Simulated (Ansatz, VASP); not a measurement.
## Sb in VASP and in Ansatz

```
Sb
1.0
    -1.58698    1.58698    2.72990
     1.58698   -1.58698    2.72990
     1.58698    1.58698   -2.72990
Sb
1
Direct
  0.00000 0.00000 0.00000
```

Alike in both runs: task single point; functional LDA; k mesh 12 × 12 × 12; occupations fermi-dirac, width 0.05 eV; no spin polarisation.

|  | VASP | Ansatz |
| --- | --- | --- |
| version | VASP 6.6.1 | Ansatz 0.2.0 |
| potentials or method | VASP PAW LDA potentials, release 64 (Sb) | Ansatz PAW |
| plane-wave cutoff (eV) | 520 | 420 |
| valence electrons in the cell | 5 | 15 |

Ansatz gave:

```
gap on the k mesh at the Fermi level (eV)                     : none
pressure (GPa)                                                : -3.6
traceless stress, the component that is largest in VASP (GPa) : 0.11
```

Question: Which values does VASP return?

Answer: gap on the k mesh at the Fermi level (eV): none; pressure (GPa): -3.5; traceless stress, the component that is largest in VASP (GPa): 0.08.

LDA's correlation is that of Perdew and Zunger in VASP and of Perdew and Wang (1992) in Ansatz. A gap of «none» marks a metal or a gap that the smearing closes. VASP's potentials hold 5 valence electrons a cell and Ansatz's 15, so a difference there can come from the potentials and not from the codes.

Neither program's run includes spin-orbit coupling.
